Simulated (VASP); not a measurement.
# AlP (F-43m) in VASP: a series of runs, part 2 of 2

VASP 6.6.1. The steps go on from the part before.

## Step 3: Single point, PBE

This run uses another cell than the first one, of 20.38 Å³/atom, 1.087 times its volume.

Contents of INCAR:

```
SYSTEM = AlP
PREC = Accurate
ENCUT = 500
EDIFF = 1E-6
ISMEAR = 0
SIGMA = 0.01
LREAL = .FALSE.
LASPH = .TRUE.
NELM = 120
ALGO = Normal
ISIF = 2
LWAVE = .FALSE.
LCHARG = .FALSE.
GGA = PE
NBANDS = 11
GGA_COMPAT = .FALSE.
```

Contents of KPOINTS:

```
Automatic mesh
0
G
  4 4 4
  0 0 0
```

Contents of POSCAR:

```
AlP
1.0
    0.0000000000      2.7315000000      2.7315000000
    2.7315000000      0.0000000000      2.7315000000
    2.7315000000      2.7315000000      0.0000000000
Al P
1 1
Direct
    0.0000000000      0.0000000000      0.0000000000
    0.2500000000      0.2500000000      0.2500000000
```

Potentials or basis: VASP PAW PBE potentials, release 64 (Al, P).

Launch:

```console
$ cat potpaw_PBE.64/Al/POTCAR potpaw_PBE.64/P/POTCAR > POTCAR
$ mpirun -np 1 vasp_std > vasp.out
```

OUTCAR:

```text
SYSTEM = AlP
   PREC = Accurate
   ENCUT = 500
   EDIFF = 1E-6
   ISMEAR = 0
   LREAL = .FALSE.
   LASPH = .TRUE.
   NELM = 120
   ISIF = 2
   GGA = PE

 ion  position               nearest neighbor table
   1  0.000  0.000  0.000-   2 2.37   2 2.37   2 2.37   2 2.37
   2  0.250  0.250  0.250-   1 2.37   1 2.37   1 2.37   1 2.37

  LATTYP: Found a face centered cubic cell.
 ALAT       =     5.4630000000

  Lattice vectors:

 A1 = (   0.0000000000,   2.7315000000,   2.7315000000)
 A2 = (   2.7315000000,   0.0000000000,   2.7315000000)
 A3 = (   2.7315000000,   2.7315000000,   0.0000000000)

Analysis of symmetry for initial positions (statically):
=====================================================================
 Subroutine PRICEL returns:
 Original cell was already a primitive cell.

 Routine SETGRP: Setting up the symmetry group for a
 face centered cubic supercell.

 Subroutine GETGRP returns: Found 24 space group operations
 (whereof 24 operations were pure point group operations)
 out of a pool of 48 trial point group operations.

The static configuration has the point symmetry T_d .

Analysis of symmetry for dynamics (positions and initial velocities):
=====================================================================
 Subroutine PRICEL returns:
 Original cell was already a primitive cell.

 Routine SETGRP: Setting up the symmetry group for a
 face centered cubic supercell.

 Subroutine GETGRP returns: Found 24 space group operations
 (whereof 24 operations were pure point group operations)
 out of a pool of 48 trial point group operations.

The dynamic configuration has the point symmetry T_d .

 Subroutine INISYM returns: Found 24 space group operations
 (whereof 24 operations are pure point group operations),
 and found     1 'primitive' translations

----------------------------------------------------------------------------------------

                                     Primitive cell

[... 98 lines left out ...]
   GGA     = PE    functional components
   LHFCALC =     F    Hartree Fock is set to
   AEXX    =    0.0000 exact exchange contribution
   IVDW    =     0    specifies the selected vdW correction
   LEPSILON=     F    determine dielectric tensor
   LRPA    =     F    only Hartree local field effects (RPA)
 non-spin polarized calculation
 Gauss-broadening in eV      SIGMA  =   0.01
  energy-cutoff  :      500.00
  volume of cell :       40.76
 maximum number of plane-waves:      1056
   NGX = 15   NGY = 15   NGZ = 15

 number of electron       8.0000000 magnetization

 Free energy of the ion-electron system (eV)
  ---------------------------------------------------
  ext. energy  EPLUGINS =         0.00000000
  ---------------------------------------------------
  free energy    TOTEN  =       -10.27521217 eV

  energy without entropy =      -10.27521217  energy(sigma->0) =      -10.27521217

 E-fermi :   4.7082     XC(G=0):  -9.1854

 val. band max:        4.6038758876   @ k =   0.0000   0.0000   0.0000
 cond. band min:       6.1622198147   @ k =   0.5000   0.5000   0.0000
 fundamental gap:      1.5583439270
 Fermi energy:         4.7082199702

 k-point     1 :       0.0000    0.0000    0.0000
  band No.  band energies     occupation
      1      -6.8971      2.00000
      2       4.6039      2.00000
      3       4.6039      2.00000
      4       4.6039      2.00000
      5       7.8897      0.00000
      6       9.1379      0.00000
      7       9.1379      0.00000
      8       9.1379      0.00000
      9      13.4147      0.00000
     10      13.4147      0.00000
     11      14.8638      0.00000
[... 85 lines left out ...]
 k-point     8 :      -0.2500    0.5000    0.2500
  band No.  band energies     occupation
      1      -4.4999      2.00000
      2      -0.3283      2.00000
      3       1.4281      2.00000
      4       1.7827      2.00000
      5       8.9147      0.00000
      6      10.5238      0.00000
      7      10.7334      0.00000
      8      10.9583      0.00000
      9      15.8636      0.00000
     10      16.5407      0.00000
     11      17.8969      0.00000

------------------------ aborting loop because EDIFF is reached ----------------------------------------

  FORCE on cell =-STRESS in cart. coord.  units (eV):
  Direction    XX          YY          ZZ          XY          YZ          ZX
  --------------------------------------------------------------------------------------
  -------------------------------------------------------------------------------------
  Total        0.6196058      0.6196058      0.6196058     -0.0000000      0.0000000      0.0000000
  in kB       24.3552405     24.3552405     24.3552405     -0.0000000      0.0000000      0.0000000
  external PRESSURE =      24.3552405 kB  Pullay stress =       0.0000000 kB

 VOLUME and BASIS-vectors are now :
 -----------------------------------------------------------------------------
  energy-cutoff  :      500.00
  volume of cell :       40.76
      direct lattice vectors                 reciprocal lattice vectors
     0.000000000  2.731500000  2.731500000    -0.183049606  0.183049606  0.183049606
     2.731500000  0.000000000  2.731500000     0.183049606 -0.183049606  0.183049606
     2.731500000  2.731500000  0.000000000     0.183049606  0.183049606 -0.183049606

 POSITION                                       TOTAL-FORCE (eV/Angst)
 -----------------------------------------------------------------------------------
      0.00000      0.00000      0.00000        -0.000000     -0.000000     -0.000000
      1.36575      1.36575      1.36575         0.000000      0.000000      0.000000
 -----------------------------------------------------------------------------------
    total drift:                               -0.000000     -0.000000      0.000000

  FREE ENERGIE OF THE ION-ELECTRON SYSTEM (eV)
  ---------------------------------------------------
  free  energy   TOTEN  =       -10.2752121742 eV

  energy  without entropy=      -10.2752121742  energy(sigma->0) =      -10.27521217
```

Run time: 7 s. Hardware: 1 thread of Intel Xeon Platinum 8259CL at 2.50GHz (Skylake/Cascade Lake), shared host; peak memory 0.14 GiB.

Results:

```
Free energy            : -10.2752 eV
Pressure               : 2.4 GPa
Band gap on the k mesh : 1.56 eV, indirect (least direct gap 3.29 eV)
```

Caveat: the k points lie up to 0.50 Å⁻¹ apart. As with any semilocal functional, this PBE gap is likely too small.

## Step 4: Single point, PBE

This run uses another cell than the first one, of 21.20 Å³/atom, 1.130 times its volume.

Contents of INCAR:

```
SYSTEM = AlP
ALGO = Normal ; EDIFF = 1E-6
ENCUT = 500 ; GGA = PE
GGA_COMPAT = .FALSE. ; ISIF = 2
ISMEAR = 0 ; LASPH = .TRUE.
LCHARG = .FALSE. ; LREAL = .FALSE.
LWAVE = .FALSE. ; NBANDS = 11
NELM = 120 ; PREC = Accurate
SIGMA = 0.01
```

Contents of KPOINTS:

```
k-points
0
G
  4 4 4
  0 0 0
```

Contents of POSCAR:

```
AlP
1.0
    0.0000000000      2.7674449115      2.7674449115
    2.7674449115      0.0000000000      2.7674449115
    2.7674449115      2.7674449115      0.0000000000
Al P
1 1
Direct
    0.0000000000      0.0000000000      0.0000000000
    0.2500000000      0.2500000000      0.2500000000
```

Launch:

```console
$ cat potpaw_PBE.64/Al/POTCAR potpaw_PBE.64/P/POTCAR > POTCAR
$ mpirun -np 1 vasp_std > vasp.out
```

Wall time 9.7 s (1 thread of Intel Xeon Platinum 8259CL at 2.50GHz (Skylake/Cascade Lake), shared host); peak memory 0.15 GiB.

It converged, with:

| Item | Value |
| --- | --- |
| Free energy | -10.2825 eV |
| Pressure | -0.9 GPa |
| Band gap on the k mesh | 1.63 eV, indirect (least direct gap 2.95 eV) |

Levels at points of the mesh, in eV from the valence-band top:
```tsv
k point	band 1	band 2	band 3	band 4	band 5	band 6	band 7	band 8	band 9
(0.00, 0.00, 0.00)	-11.28	0.00	0.00	0.00	2.95	4.48	4.48	4.48	8.77
(0.50, 0.00, 0.00)	-9.69	-5.37	-0.74	-0.74	2.65	4.78	4.78	8.15	11.38
(0.50, 0.50, 0.00)	-9.07	-5.19	-2.03	-2.03	1.63	2.46	10.71	10.71	11.62
```

Caveat: the k points lie up to 0.49 Å⁻¹ apart. A k mesh can miss the band edges.

## Step 5: Single point, PBE

This run uses another cell than the first one, of 22.01 Å³/atom, 1.174 times its volume.

Contents of INCAR:

```
SYSTEM = AlP
PREC = Accurate ; ENCUT = 500
EDIFF = 1E-6 ; ISMEAR = 0
SIGMA = 0.01 ; LREAL = .FALSE.
LASPH = .TRUE. ; NELM = 120
ALGO = Normal ; ISIF = 2
LWAVE = .FALSE. ; LCHARG = .FALSE.
GGA = PE ; NBANDS = 11
GGA_COMPAT = .FALSE.
```

Contents of KPOINTS:

```
regular mesh
0
G
  4 4 4
  0 0 0
```

Contents of POSCAR:

```
AlP
1.0
    0.0000000000      2.8024795790      2.8024795790
    2.8024795790      0.0000000000      2.8024795790
    2.8024795790      2.8024795790      0.0000000000
Al P
1 1
Direct
    0.0000000000      0.0000000000      0.0000000000
    0.2500000000      0.2500000000      0.2500000000
```

Launch:

```console
$ cat potpaw_PBE.64/Al/POTCAR potpaw_PBE.64/P/POTCAR > POTCAR
$ mpirun -np 1 vasp_std > vasp.out
```

Wall time 11 s (1 thread of Intel Xeon Platinum 8259CL at 2.50GHz (Skylake/Cascade Lake), shared host); peak memory 0.15 GiB.

Results (log left out):

- Free energy: -10.2587 eV
- Pressure: -3.7 GPa
- Band gap on the k mesh: 1.70 eV, indirect (least direct gap 2.64 eV)

Levels at points of the mesh, in eV from the valence-band top:
```csv
k point,band 2,band 3,band 4,band 5,band 6,band 7
"(0.00, 0.00, 0.00)",0.00,0.00,0.00,2.64,4.42,4.42
"(0.50, 0.00, 0.00)",-5.21,-0.72,-0.72,2.50,4.76,4.76
"(0.50, 0.50, 0.00)",-5.07,-1.95,-1.95,1.70,2.46,10.39
```

Caveat: the k points lie up to 0.49 Å⁻¹ apart. Expect the measured gap to be larger: semilocal functionals such as PBE lack the derivative discontinuity.

## Step 6: Summary

```csv
cell,gap on the mesh (eV),pressure (GPa)
"a = 3.757 Å, angles 60.0°, 2 atoms",1.38,11.6
"a = 3.863 Å, angles 60.0°, 2 atoms",1.56,2.4
"a = 3.914 Å, angles 60.0°, 2 atoms",1.63,-0.9
"a = 3.963 Å, angles 60.0°, 2 atoms",1.70,-3.7
```

Alike in all rows: task single point; level PBE; potentials or basis VASP PAW PBE potentials, release 64 (Al, P); no spin polarisation; k mesh 4 × 4 × 4; cutoff (eV) 500; smearing gaussian 0.01 eV.

Caveats: all runs use coarse meshes.

Absolute energies hang on the potentials; compare differences alone.
